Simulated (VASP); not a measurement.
# Rh (Fm-3m) in VASP: further runs

Runs on Rh. Level: PBE. Tasks: single point.

Everything below comes from runs of VASP 6.6.1. Logs are shortened: lines on timing, memory, paths and dates and some standing lists are left out, and cuts for length are marked.

### Step 1. The cell of the first run

The structure is cubic, space group Fm-3m (No. 225). The conventional cell has a = 3.894 Å, b = 3.894 Å, c = 3.894 Å, α = 90.00°, β = 90.00°, γ = 90.00°. Within 3.6 Å of Rh (site symmetry m-3m) lie 12 Rh at 2.75 Å.

### Step 2. Single point, PBE

Contents of INCAR:

```
ALGO = Normal
EDIFF = 1E-6
ENCUT = 500
GGA = PE
GGA_COMPAT = False
ISIF = 2
ISMEAR = -1
LASPH = True
LCHARG = True
LELF = True
LREAL = False
LVHAR = True
LWAVE = False
NBANDS = 14
NELM = 120
PREC = Accurate
SIGMA = 0.1
```

Contents of KPOINTS:

```
k-points
0
Gamma
  13 13 13
```

Contents of POSCAR:

```
Rh
1.0
    0.0000000000      1.9471667102      1.9471667102
    1.9471667102      0.0000000000      1.9471667102
    1.9471667102      1.9471667102      0.0000000000
Rh
1
Direct
    0.0000000000      0.0000000000      0.0000000000
```

Potentials or basis: VASP PAW PBE potentials, release 64 (Rh_pv).

On the command line:

```bash
cat potpaw_PBE.64/Rh_pv/POTCAR > POTCAR
mpirun -np 1 vasp_std > vasp.out
```

OUTCAR:

```text
EDIFF = 1E-6
   ENCUT = 500
   GGA = PE
   ISIF = 2
   ISMEAR = -1
   LASPH = True
   LREAL = False
   NELM = 120
   PREC = Accurate

 ion  position               nearest neighbor table
   1  0.000  0.000  0.000-

  LATTYP: Found a face centered cubic cell.
 ALAT       =     3.8943334204

  Lattice vectors:

 A1 = (   0.0000000000,   1.9471667102,   1.9471667102)
 A2 = (   1.9471667102,   0.0000000000,   1.9471667102)
 A3 = (   1.9471667102,   1.9471667102,   0.0000000000)

Analysis of symmetry for initial positions (statically):
=====================================================================
 Subroutine PRICEL returns:
 Original cell was already a primitive cell.

 Routine SETGRP: Setting up the symmetry group for a
 face centered cubic supercell.

 Subroutine GETGRP returns: Found 48 space group operations
 (whereof 48 operations were pure point group operations)
 out of a pool of 48 trial point group operations.

The static configuration has the point symmetry O_h .

Analysis of symmetry for dynamics (positions and initial velocities):
=====================================================================
 Subroutine PRICEL returns:
 Original cell was already a primitive cell.

 Routine SETGRP: Setting up the symmetry group for a
 face centered cubic supercell.

 Subroutine GETGRP returns: Found 48 space group operations
 (whereof 48 operations were pure point group operations)
 out of a pool of 48 trial point group operations.

The dynamic configuration has the point symmetry O_h .

 Subroutine INISYM returns: Found 48 space group operations
 (whereof 48 operations are pure point group operations),
 and found     1 'primitive' translations

----------------------------------------------------------------------------------------

                                     Primitive cell

  volume of cell :      14.7652

  direct lattice vectors                    reciprocal lattice vectors
     0.000000000  1.947166710  1.947166710    -0.256783355  0.256783355  0.256783355
     1.947166710  0.000000000  1.947166710     0.256783355 -0.256783355  0.256783355
     1.947166710  1.947166710  0.000000000     0.256783355  0.256783355 -0.256783355

  length of vectors
     2.753709570  2.753709570  2.753709570     0.444761817  0.444761817  0.444761817

  position of ions in fractional coordinates (direct lattice)
     0.000000000  0.000000000  0.000000000

  ion indices of the primitive-cell ions
   primitive index   ion index
                 1           1

----------------------------------------------------------------------------------------

 KPOINTS: k-points

Automatic generation of k-mesh.
 Grid dimensions read from file:
 generate k-points for:   13   13   13

 Generating k-lattice:

  Cartesian coordinates                     Fractional coordinates (reciprocal lattice)
    -0.019752566  0.019752566  0.019752566     0.076923077  0.000000000  0.000000000
     0.019752566 -0.019752566  0.019752566     0.000000000  0.076923077  0.000000000
     0.019752566  0.019752566 -0.019752566     0.000000000  0.000000000  0.076923077

  Length of vectors
     0.034212447  0.034212447  0.034212447

  Shift w.r.t. Gamma in fractional coordinates (k-lattice)
     0.000000000  0.000000000  0.000000000

 Subroutine IBZKPT returns following result:
 ===========================================

 Found     84 irreducible k-points:

 Following reciprocal coordinates:
            Coordinates               Weight
  0.000000  0.000000  0.000000      1.000000
  0.076923  0.000000  0.000000      8.000000
  0.153846  0.000000  0.000000      8.000000
  0.230769  0.000000  0.000000      8.000000
  0.307692  0.000000  0.000000      8.000000
  0.384615  0.000000  0.000000      8.000000
[... 16 lines left out ...]
  0.384615  0.153846  0.000000     24.000000
  0.461538  0.153846  0.000000     24.000000
 [... further k-points ...]
   k-points           NKPTS =     84   k-points in BZ     NKDIM =     84   number of bands    NBANDS=     14
   number of dos      NEDOS =    301   number of ions     NIONS =      1
   total plane-waves  NPLWV =   8000
   dimension x,y,z NGX =    20 NGY =   20 NGZ =   20
   dimension x,y,z NGXF=    40 NGYF=   40 NGZF=   40
   ions per type =               1
   NGX,Y,Z   is equivalent  to a cutoff of  12.07, 12.07, 12.07 a.u.
   NGXF,Y,Z  is equivalent  to a cutoff of  24.15, 24.15, 24.15 a.u.
 SYSTEM =  unknown system
   PREC   = accura    normal or accurate (medium, high low for compatibility)
   ISTART =      0    job   : 0-new  1-cont  2-samecut
   ICHARG =      2    charge: 1-file 2-atom 10-const
   ISPIN  =      1    spin polarized calculation?
   LNONCOLLINEAR =      F non collinear calculations
   LSORBIT =      F    spin-orbit coupling
   LASPH  =      T    aspherical Exc in radial PAW
   ENCUT  =  500.0 eV  36.75 Ry    6.06 a.u.   5.02  5.02  5.02*2*pi/ulx,y,z
   NELM   =    120;   NELMIN=  2; NELMDL= -5     # of ELM steps
   EDIFF  = 0.1E-05   stopping-criterion for ELM
   LREAL  =      F    real-space projection
   EDIFFG = 0.1E-04   stopping-criterion for IOM
   NSW    =      0    number of steps for IOM
   IBRION =     -1    ionic relax: 0-MD 1-quasi-New 2-CG
   NFREE  =      0    steps in history (QN), initial steepest desc. (CG)
   ISIF   =      2    stress and relaxation
   ISYM   =      2    0-nonsym 1-usesym 2-fastsym
   POTIM  = 0.5000    time-step for ionic-motion
   TEBEG  =    0.0;   TEEND  =   0.0 temperature during run
   PSTRESS=    0.0 pullay stress
   NELECT =      15.0000    total number of electrons
   NUPDOWN=      -1.0000    fix difference up-down
   EMIN   =  10.00;   EMAX   =-10.00  energy-range for DOS
   EFERMI =   0.00;   METHOD = LEGACY
   ISMEAR =    -1;   SIGMA  =   0.10  broadening in eV -4-tet -1-fermi 0-gaus
   EFERMI_NEDOS =   21; number of points for ismear=-14 and -15
   IALGO  =     38    algorithm
   IMIX   =      4    mixing-type and parameters
     AMIX     =   0.40;   BMIX     =  1.00
     AMIX_MAG =   1.60;   BMIX_MAG =  1.00
  volume/ion in A,a.u.               =      14.77        99.64
  Fermi-wavevector in a.u.,A,eV,Ry     =   1.645731  3.109980 36.850423  2.708430
  Thomas-Fermi vector in A             =   2.735478
   LORBIT       =      0    0 simple, 1 ext, 2 COOP (PROOUT), +10 PAW based schemes
   GGA     = PE    functional components
   LHFCALC =     F    Hartree Fock is set to
   AEXX    =    0.0000 exact exchange contribution
   IVDW    =     0    specifies the selected vdW correction
   LEPSILON=     F    determine dielectric tensor
   LRPA    =     F    only Hartree local field effects (RPA)
 non-spin polarized calculation
  energy-cutoff  :      500.00
  volume of cell :       14.77
 maximum number of plane-waves:       383
   NGX =  9   NGY =  9   NGZ =  9

 number of electron      14.9999992 magnetization

 Free energy of the ion-electron system (eV)
  ---------------------------------------------------
  ext. energy  EPLUGINS =         0.00000000
  ---------------------------------------------------
  free energy    TOTEN  =        -7.25987241 eV

  energy without entropy =       -7.20822331  energy(sigma->0) =       -7.23404786

 E-fermi :  10.6353     XC(G=0): -13.5754

 val. band max:       10.6101527917   @ k =  -0.1538   0.1538   0.0000
 cond. band min:      10.6431747452   @ k =   0.3077   0.3077   0.0000
 fundamental gap:      0.0330219534
 Fermi energy:        10.6352730910

 k-point     1 :       0.0000    0.0000    0.0000
  band No.  band energies     occupation
      1     -35.6101      2.00000
      2     -35.6101      2.00000
      3     -35.6101      2.00000
      4       3.2010      2.00000
      5       7.8904      2.00000
      6       7.8904      2.00000
      7       7.8904      2.00000
      8       9.7524      1.99971
      9       9.7524      1.99971
     10      26.6616      0.00000
     11      31.3939      0.00000
     12      31.7227      0.00000
     13      31.7227      0.00000
     14      31.7227      0.00000

 k-point     2 :       0.0769    0.0000    0.0000
  band No.  band energies     occupation
      1     -35.6436      2.00000
      2     -35.6147      2.00000
      3     -35.6147      2.00000
      4       3.4225      2.00000
      5       7.8001      2.00000
      6       7.9726      2.00000
      7       7.9726      2.00000
      8       9.7099      1.99981
      9       9.7099      1.99981
     10      26.9523      0.00000
     11      30.5115      0.00000
     12      31.3944      0.00000
     13      32.0258      0.00000
     14      32.0258      0.00000

 k-point     3 :       0.1538    0.0000    0.0000
  band No.  band energies     occupation
      1     -35.7361      2.00000
      2     -35.6275      2.00000
      3     -35.6275      2.00000
      4       4.0308      2.00000
      5       7.6181      2.00000
      6       8.1526      2.00000
      7       8.1526      2.00000
      8       9.6601      1.99988
      9       9.6601      1.99988
     10      27.5205      0.00000
     11      28.4101      0.00000
     12      31.3936      0.00000
     13      32.8665      0.00000
     14      32.8665      0.00000
[... 324 lines left out ...]
 k-point    23 :       0.3846    0.1538    0.0000
  band No.  band energies     occupation
      1     -36.0318      2.00000
      2     -35.7238      2.00000
      3     -35.7142      2.00000
      4       5.7122      2.00000
      5       7.3964      2.00000
      6       7.9120      2.00000
      7       8.6483      2.00000
      8      10.9454      0.08608
      9      11.4367      0.00066
     10      22.6961      0.00000
     11      27.7141      0.00000
     12      29.5505      0.00000
     13      31.3280      0.00000
     14      31.4560      0.00000

 k-point    24 :       0.4615    0.1538    0.0000
  band No.  band energies     occupation
      1     -36.1082      2.00000
      2     -35.7520      2.00000
      3     -35.7198      2.00000
      4       5.6629      2.00000
      5       7.4088      2.00000
      6       8.4479      2.00000
      7       8.4821      2.00000
      8      11.1881      0.00792
      9      13.0480      0.00000
     10      20.0942      0.00000
     11      26.9616      0.00000
     12      29.4247      0.00000
     13      30.3187      0.00000
     14      31.3966      0.00000

 [... further k-points ...]

------------------------ aborting loop because EDIFF is reached ----------------------------------------

  FORCE on cell =-STRESS in cart. coord.  units (eV):
  Direction    XX          YY          ZZ          XY          YZ          ZX
  --------------------------------------------------------------------------------------
  -------------------------------------------------------------------------------------
  Total       -0.9911367     -0.9911367     -0.9911367      0.0000000      0.0000000      0.0000000
  in kB     -107.5485991   -107.5485991   -107.5485991      0.0000000      0.0000000      0.0000000
  external PRESSURE =    -107.5485991 kB  Pullay stress =       0.0000000 kB

 VOLUME and BASIS-vectors are now :
 -----------------------------------------------------------------------------
  energy-cutoff  :      500.00
  volume of cell :       14.77
      direct lattice vectors                 reciprocal lattice vectors
     0.000000000  1.947166710  1.947166710    -0.256783355  0.256783355  0.256783355
     1.947166710  0.000000000  1.947166710     0.256783355 -0.256783355  0.256783355
     1.947166710  1.947166710  0.000000000     0.256783355  0.256783355 -0.256783355

 POSITION                                       TOTAL-FORCE (eV/Angst)
 -----------------------------------------------------------------------------------
      0.00000      0.00000      0.00000         0.000000      0.000000     -0.000000
 -----------------------------------------------------------------------------------
    total drift:                               -0.000000      0.000000      0.000000

  FREE ENERGIE OF THE ION-ELECTRON SYSTEM (eV)
  ---------------------------------------------------
  free  energy   TOTEN  =        -7.2598724149 eV

  energy  without entropy=       -7.2082233083  energy(sigma->0) =       -7.23404786
```

Wall time 25 s (1 thread of Intel Xeon 8259CL, shared host); peak memory 0.13 GiB.

What came out:

```yaml
Free_energy: -7.2599 eV
Pressure: -10.8 GPa
```

### Step 3. Single point, PBE

This run uses another cell than the first one, of 15.31 Å³/atom, 1.037 times its volume.

Contents of INCAR:

```
SYSTEM = Rh
PREC = Accurate ; ENCUT = 500
EDIFF = 1E-6 ; ISMEAR = -1
SIGMA = 0.1 ; LREAL = .FALSE.
LASPH = .TRUE. ; NELM = 120
ALGO = Normal ; ISIF = 2
LWAVE = .FALSE. ; LCHARG = .TRUE.
GGA = PE ; LELF = .TRUE.
LVHAR = .TRUE. ; NBANDS = 14
GGA_COMPAT = .FALSE.
```

Contents of KPOINTS:

```
Automatic mesh
0
G
  13 13 13
  0 0 0
```

Contents of POSCAR:

```
Rh
1.0
    0.0000000000      1.9709149862      1.9709149862
    1.9709149862      0.0000000000      1.9709149862
    1.9709149862      1.9709149862      0.0000000000
Rh
1
Direct
    0.0000000000      0.0000000000      0.0000000000
```

Potentials or basis: VASP PAW PBE potentials, release 64 (Rh_pv).

On the command line:

```bash
cat potpaw_PBE.64/Rh_pv/POTCAR > POTCAR
mpirun -np 1 vasp_std > vasp.out
```

Run time: 23 s. Hardware: 1 thread of Intel Xeon 8259CL, shared host; peak memory 0.13 GiB.

The run converged. Its results:

* Free energy: -7.2119 eV
* Pressure: -17.2 GPa

Levels at points of the mesh, in eV from the Fermi level:
```
           k point  band 4  band 5  band 6  band 7  band 8  band 9  band 10  band 11
(0.00, 0.00, 0.00)   -7.17   -2.59   -2.59   -2.59   -0.83   -0.83    16.02    20.87
```
